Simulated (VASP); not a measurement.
Input of a VASP 6.6.1 run:

The input POSCAR:

```
ZnS
1.0
    0.0000000000      2.6468416657      2.6468416657
    2.6468416657      0.0000000000      2.6468416657
    2.6468416657      2.6468416657      0.0000000000
Zn S
1 1
Direct
    0.7500000000      0.7500000000      0.7500000000
    0.0000000000      0.0000000000      0.0000000000
```

Contents of INCAR.step1:

```
PREC = Accurate ; ENCUT = 520
EDIFF = 1E-5 ; ISMEAR = -1
SIGMA = 0.05 ; LREAL = False
LASPH = True ; NELM = 60
ALGO = Normal ; ISIF = 2
LWAVE = True ; NBANDS = 16
GGA = PE
```

File INCAR.step2:

```
PREC = Accurate ; ENCUT = 520
EDIFF = 1E-6 ; ISMEAR = -1
SIGMA = 0.05 ; LREAL = False
LASPH = True ; NELM = 60
ALGO = Normal ; ISIF = 2
LWAVE = False ; LCHARG = True
GGA = PS ; LHFCALC = True
AEXX = 0.25 ; PRECFOCK = Normal
LELF = True ; LVHAR = True
NBANDS = 16 ; ISTART = 1
```

Contents of KPOINTS:

```
regular mesh
0
Gamma
  5 5 5
```

Potentials or basis: VASP PAW PBE potentials, release 64 (Zn, S).

Run with:

```console
$ cat potpaw_PBE.64/Zn/POTCAR potpaw_PBE.64/S/POTCAR > POTCAR
$ cp INCAR.step1 INCAR
$ mpirun -np 1 vasp_std > vasp.out
$ cp INCAR.step2 INCAR
$ mpirun -np 1 vasp_std > vasp.out
```

(1) Estimate the pressure.

(2) What does it give for the band gap on the k mesh?

Answers

(1) 3.4 GPa.

(2) 4.21 eV.

Caveat: the cell stands under pressure; the PAW data sets were made with another functional, which shifts forces and pressure a little.
